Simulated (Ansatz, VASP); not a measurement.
## Two plane-wave programs on WS2

File INCAR:

```
  PREC = Accurate
  ENCUT = 520
  EDIFF = 1E-7
  ISMEAR = 0
  SIGMA = 0.05
  LREAL = F
  LASPH = T
  NELM = 100
  ALGO = Normal
  ISIF = 2
  LWAVE = F
  LCHARG = F
  GGA = PE
  NBANDS = 35
```

File KPOINTS:

```
Automatic mesh
0
Gamma
  12 12 2
```

POSCAR

```
WS2
1.0
    3.1877810823      0.0000000000      0.0000000000
   -1.5938905412      2.7606993989      0.0000000000
    0.0000000000      0.0000000000     14.7749669628
W S
2 4
Direct
    0.3333333333      0.6666666667      0.2500000000
    0.6666666667      0.3333333333      0.7500000000
    0.3333333333      0.6666666667      0.6436696629
    0.6666666667      0.3333333333      0.1436696629
    0.3333333333      0.6666666667      0.8563303371
    0.6666666667      0.3333333333      0.3563303371
```

Input for Ansatz:

```yaml
crystal:
  lattice:
    - [3.1877810823, 0.0, 0.0]
    - [-1.5938905412, 2.7606993989, 0.0]
    - [0.0, 0.0, 14.7749669628]
  atoms:
    - { symbol: W, position: [0.3333333333, 0.6666666667, 0.25] }
    - { symbol: W, position: [0.6666666667, 0.3333333333, 0.75] }
    - { symbol: S, position: [0.3333333333, 0.6666666667, 0.6436696629] }
    - { symbol: S, position: [0.6666666667, 0.3333333333, 0.1436696629] }
    - { symbol: S, position: [0.3333333333, 0.6666666667, 0.8563303371] }
    - { symbol: S, position: [0.6666666667, 0.3333333333, 0.3563303371] }
basis:
  ecutwfc: 420
kpoints:
  mp_grid: { grid: [12, 12, 2] }
hamiltonian:
  xc: pbe
scf:
  occupations: { method: gaussian, width: 0.05 }
output:
  forces: true
  stress: true
  eigenvalues: true
  write_density: true
  write_potential: true
  elf: true
  volumetric_format: npy
```

Alike in both runs: task single point; functional PBE; k mesh 12 × 12 × 2; occupations gaussian, width 0.05 eV; no spin polarisation.

|  | VASP | Ansatz |
| --- | --- | --- |
| version | VASP 6.6.1 | Ansatz 0.2.0 |
| potentials or method | VASP PAW PBE potentials, release 64 (W_sv, S), cutoff 520 eV | scalar-relativistic, plane waves, PAW |
| valence electrons in the cell | 52 | 52 |

VASP gave:

| Property | Result |
| --- | --- |
| gap on the k mesh at the Fermi level (eV) | 1.63 |
| least direct gap on the mesh (eV) | 1.80 |
| pressure (GPa) | 0.0 |

Question: Which values does Ansatz return?

Answer: gap on the k mesh at the Fermi level (eV): 1.62; least direct gap on the mesh (eV): 1.79; pressure (GPa): 0.0.

Neither program's run includes spin-orbit coupling.
